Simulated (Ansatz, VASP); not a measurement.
# Ba: VASP beside Ansatz

Contents of POSCAR:

```
Ba
1.0
    4.0716264249      0.0000000000      0.0000000000
    0.0000000000      4.0716264249      0.0000000000
    0.0000000000      0.0000000000      4.0716264249
Ba
1
Direct
    0.0000000000      0.0000000000      0.0000000000
```

The input INCAR.step1:

```
PREC = Accurate ; ENCUT = 600
ISMEAR = -1 ; SIGMA = 0.1
LREAL = F ; LASPH = T
NELM = 100 ; GGA = PE
ALGO = Normal ; EDIFF = 1E-4
LWAVE = T ; LCHARG = F
```

The input INCAR.step2:

```
PREC = Accurate ; ENCUT = 600
EDIFF = 1E-6 ; ISMEAR = -1
SIGMA = 0.1 ; LREAL = F
LASPH = T ; NELM = 100
ALGO = Normal ; ISIF = 3
LWAVE = F ; LCHARG = F
METAGGA = R2SCAN ; LMIXTAU = T
IBRION = 2 ; NSW = 80
EDIFFG = -0.01 ; ISTART = 1
```

KPOINTS

```
Automatic mesh
0
Gamma
  8 8 8
```

Input for Ansatz:

```yaml
crystal:
  lattice:
    - [4.0716264249, 0.0, 0.0]
    - [0.0, 4.0716264249, 0.0]
    - [0.0, 0.0, 4.0716264249]
  atoms:
    - { symbol: Ba, position: [0.0, 0.0, 0.0] }
hamiltonian:
  xc: r2scan
  pseudopotentials:
    kind: paw
    azcp:
      Ba: "pseudopotentials/Ba.paw.azcp"
basis:
  ecutwfc: 500
  fft_grid_basis: typed
kpoints:
  mp_grid: { grid: [8, 8, 8], shift: [0, 0, 0] }
magnetization:
  spin_polarized: false
scf:
  occupations: { method: fermi_dirac, width: 0.1 }
relax:
  max_steps: 60
  f_tol: 0.01
  cell: {}
```

Alike in both runs: task relaxation of cell and atoms; functional r2SCAN; k mesh 8 × 8 × 8; occupations fermi-dirac, width 0.1 eV; no spin polarisation.

|  | VASP | Ansatz |
| --- | --- | --- |
| version | VASP 6.6.1 | Ansatz 0.2.0 |
| potentials or method | VASP PAW PBE potentials, release 64 (Ba_sv), cutoff 600 eV | plane waves (500 eV) with PAW, scalar-relativistic |
| valence electrons in the cell | 10 | 10 |

|  | VASP | Ansatz | Ansatz less VASP |
| --- | --- | --- | --- |
| relaxed volume (Å³/atom) | 60.86 | 59.72 | -1.147 |
| relaxed cell length with the largest relative difference (Å) | 3.934 | 3.909 | -0.0249 |

VASP's potentials were made for PBE, not for r2SCAN.

Spin-orbit coupling is off throughout.
